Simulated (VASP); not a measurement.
A run of VASP 6.6.1:

INCAR

```
SYSTEM = InP
PREC = Accurate
ENCUT = 520
EDIFF = 1E-8
ISMEAR = -1
SIGMA = 0.03
LREAL = .FALSE.
LASPH = .TRUE.
NELM = 60
ALGO = Normal
ISIF = 2
LWAVE = .FALSE.
LCHARG = .FALSE.
GGA = PS
LEFG = .TRUE.
NBANDS = 16
```

File KPOINTS:

```
Automatic mesh
0
G
  11 11 11
  0 0 0
```

Contents of POSCAR:

```
InP
1.0
   -0.0856500000      2.8121750000      2.8121750000
    2.8121750000     -0.0856500000      2.8121750000
    2.8121750000      2.8121750000     -0.0856500000
In P
1 1
Direct
    0.0000000000      0.0000000000      0.0000000000
    0.5000000000      0.5000000000      0.5000000000
```

Potentials or basis: VASP PAW PBE potentials, release 64 (In_d, P).

Launch:

```bash
$ cat potpaw_PBE.64/In_d/POTCAR potpaw_PBE.64/P/POTCAR > POTCAR
$ mpirun -np 1 vasp_std > vasp.out
```

Hardware: 1 thread of Intel Xeon 8259CL, with other jobs on the host.

**Question.** Estimate the wall time of this run.

**Answer.** Run time: 3.3 min on 1 thread of Intel Xeon 8259CL (shared host), peak memory 0.25 GiB. Counts: scf iterations 15, k points 146.
